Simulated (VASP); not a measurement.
**BN: relaxation of cell and atoms with PBEsol**

BN:

```
B N
1.0
     2.54101    0.00000    0.00000
    -1.27051    2.20058    0.00000
     0.00000    0.00000    6.30495
B N
3 3
Direct
  0.00000 0.00000 0.00000
  0.33333 0.66667 0.33333
  0.66667 0.33333 0.66667
  0.00000 0.00000 0.25000
  0.33333 0.66667 0.58333
  0.66667 0.33333 0.91667
```

| Item | Value |
| --- | --- |
| Program | VASP 6.6.1 |
| Task | relaxation of cell and atoms |
| Functional | PBEsol |
| Potentials or basis | VASP PAW PBE potentials, release 64 (B, N) |
| Cutoff | 600 eV |
| k mesh | 12 × 12 × 4 |
| Occupations | gaussian, width 0.02 eV |
| Spin | no spin polarisation |
| Dipole correction | no |
| Further INCAR settings | ALGO = Normal; EDIFF = 1e-06; IBRION = 2; EDIFFG = -0.01; NSW = 65; ISIF = 3 |

```
Relaxed volume                         : 5.86 Å³/atom
Relaxed cell                           : a = 2.550 Å, b = 2.550 Å, c = 6.247 Å, α = 90.00°, β = 90.00°, γ = 120.00°
Space group after relaxing (to 0.05 Å) : F-43m (No. 216)
Energy gained by relaxing              : 1.9 meV/atom
Ionic steps                            : 5
Pressure after relaxing                : 0.0 GPa
Band gap on the k mesh                 : 4.28 eV
```

The path:
| step | energy change (eV) | largest force (eV/Å) | pressure (GPa) | volume (Å³) |
| --- | --- | --- | --- | --- |
| 1 | 0.0000 | 0.0290 | -0.67 | 35.26 |
| 2 | -0.0063 | 0.0984 | 0.74 | 35.13 |
| 3 | -0.0112 | 0.0402 | 0.10 | 35.18 |
| 4 | -0.0112 | 0.0462 | -0.07 | 35.19 |
| 5 | -0.0113 | 0.0003 | 0.02 | 35.19 |

Final structure:
```cif
data_structure
_symmetry_space_group_name_H-M 'P 1'
_symmetry_Int_Tables_number 1
_cell_length_a 2.5502
_cell_length_b 2.5502
_cell_length_c 6.2470
_cell_angle_alpha 90.000
_cell_angle_beta 90.000
_cell_angle_gamma 120.000
_cell_volume 35.19
loop_
_atom_site_label
_atom_site_type_symbol
_atom_site_fract_x
_atom_site_fract_y
_atom_site_fract_z
_atom_site_occupancy
B1 B 0.00000 0.00000 0.00000 1
B2 B 0.33333 0.66667 0.33333 1
B3 B 0.66667 0.33333 0.66667 1
N1 N 0.00000 0.00000 0.25000 1
N2 N 0.33333 0.66667 0.58333 1
N3 N 0.66667 0.33333 0.91667 1
```

Levels at points of the mesh, in eV from the valence-band top:
```csv
k point,band 9,band 10,band 11,band 12,band 13,band 14,band 15,band 16
"(0.00, 0.00, 0.00)",-1.58,0.00,0.00,0.00,8.79,8.79,8.79,9.93
"(0.50, 0.00, 0.00)",-3.76,-3.76,-2.92,-2.92,4.28,8.76,8.76,9.13
"(0.00, 0.00, 0.50)",-0.63,-0.63,-0.63,-0.63,9.33,9.33,9.71,9.71
"(0.50, 0.00, 0.50)",-4.38,-4.38,-1.96,-1.96,6.09,6.09,10.18,10.66
```

Wall time 74 s on 1 thread of Intel(R) Xeon(R) Platinum 8375C CPU @ 2.90GHz (Ice Lake) (shared host), peak memory 0.17 GiB.

Caveat: the PAW data sets were made with another functional, which shifts forces and pressure a little. A k mesh can miss the band edges.
